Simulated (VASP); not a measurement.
A run of VASP 6.6.1 is set up as follows.

INCAR

```
SYSTEM = Al
PREC = Accurate
ENCUT = 520
EDIFF = 1E-6
ISMEAR = 0
SIGMA = 0.1
LREAL = .False.
LASPH = .True.
NELM = 100
ALGO = Fast
ISIF = 2
LWAVE = .False.
LCHARG = .False.
GGA = PE
IVDW = 12
NBANDS = 14
```

KPOINTS

```
Automatic mesh
0
Gamma
  24 24 6
  0 0 0
```

File POSCAR:

```
Al
1.0
    2.7303348898      0.0000000000      0.0000000000
   -1.3651674449      2.3645393754      0.0000000000
    0.0000000000      0.0000000000      9.4081485710
Al
4
Direct
    0.0000000000      0.0000000000      0.0000000000
    0.3333333333      0.6666666667      0.2500000000
    0.0000000000      0.0000000000      0.5000000000
    0.6666666667      0.3333333333      0.7500000000
```

Potentials or basis: VASP PAW PBE potentials, release 64 (Al).

The run is started by

```console
$ cat potpaw_PBE.64/Al/POTCAR > POTCAR
$ mpirun -np 1 vasp_std > vasp.out
```

Problem. Estimate the pressure.

Solution. 4.4 GPa.

Problem. Predict the band gap on the k mesh.

Solution. Zero (band 6 reaches 12.33 eV, above the bottom of band 7 at 7.43 eV).

Problem. Estimate the dispersion energy per atom.

Solution. -0.367 eV.

Stress tensor (GPa, compression positive):
```
6.22 0.00 0.00
0.00 6.22 0.00
0.00 0.00 0.83
```

Caveat: the cell differs from its parent crystal (biaxial strain in the a-b plane: -3.0 %); pairwise dispersion overbinds metals, which lowers pressure and volume.
